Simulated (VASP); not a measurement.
**SrO: single point with r2SCAN**

SrO:

```xyz
2
Lattice="0.0793 2.6592 2.6592 2.6592 0.0793 2.6592 2.6592 2.6592 0.0793" Properties=species:S:1:pos:R:3 pbc="T T T"
Sr    0.0000    0.0000    0.0000
O     2.6988    2.6988    2.6988
```

This cell differs from its parent crystal: strain along [111] +4.6%.

```yaml
Program: VASP 6.6.1
Task: single point
Functional: r2SCAN
Potentials_or_basis: VASP PAW PBE potentials, release 64 (Sr_sv, O)
Cutoff: 520 eV
k_mesh: 8 × 8 × 8
Occupations: gaussian, width 0.01 eV
Spin: no spin polarisation
```

```
Pressure               : -3.5 GPa
Band gap on the k mesh : 3.71 eV, indirect (least direct gap 3.83 eV)
```

Stress tensor (GPa, compression positive):
```
-3.49 -1.82 -1.82
-1.82 -3.49 -1.82
-1.82 -1.82 -3.49
```

Levels at points of the mesh, in eV from the valence-band top:
```
           k point  band 6  band 7  band 8  band 9  band 10  band 11
(0.00, 0.00, 0.00)   -0.11    0.00    0.00    4.19     6.28     6.75
(0.50, 0.00, 0.00)   -2.05   -1.20   -1.00    6.80     8.61     8.95
(0.50, 0.50, 0.00)   -0.56   -0.20   -0.12    3.71     8.02    10.46
(0.50, 0.50, 0.50)   -2.06   -0.93   -0.93    6.69     8.53     8.90
```

Wall time 3 min on 1 thread of Intel(R) Xeon(R) Platinum 8259CL CPU @ 2.50GHz (Skylake/Cascade Lake), with other jobs on the host, peak memory 0.19 GiB.

Caveat: the cell differs from its parent crystal (strain along [111] +4.6%); the PAW data sets were made with another functional, which shifts forces and pressure a little. A k mesh can miss the band edges.
